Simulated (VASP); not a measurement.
Here is a VASP 6.6.1 calculation.

File INCAR:

```
SYSTEM = PbF2
ALGO = Normal ; EDIFF = 1E-6
ENCUT = 520 ; GGA = PS
ISIF = 2 ; ISMEAR = -1
IVDW = 13 ; LASPH = .TRUE.
LCHARG = .FALSE. ; LREAL = .FALSE.
LWAVE = .FALSE. ; NBANDS = 21
NELM = 100 ; PREC = Accurate
SIGMA = 0.05
```

The input KPOINTS:

```
k-points
0
G
  8 8 8
  0 0 0
```

Contents of POSCAR:

```
PbF2
1.0
    0.0000000000      2.9408613317      2.9408613317
    2.9408613317      0.0000000000      2.9408613317
    2.9408613317      2.9408613317      0.0000000000
Pb F
1 2
Direct
    0.0000000000      0.0000000000      0.0000000000
    0.7500000000      0.7500000000      0.7500000000
    0.2500000000      0.2500000000      0.2500000000
```

Potentials or basis: VASP PAW PBE potentials, release 64 (Pb_d, F).

Run with:

```console
$ cat potpaw_PBE.64/Pb_d/POTCAR potpaw_PBE.64/F/POTCAR > POTCAR
$ mpirun -np 1 vasp_std > vasp.out
```

(1) Estimate the band gap on the k mesh.

(2) Estimate the pressure.

(3) Predict the dispersion energy per atom.

## Answers

(1) 4.30 eV (least direct gap 4.45 eV).

(2) -0.2 GPa.

(3) -0.104 eV.

Caveat: the PAW data sets were made with another functional, which shifts forces and pressure a little; spin-orbit coupling is left out, which moves the levels of the heavy elements.
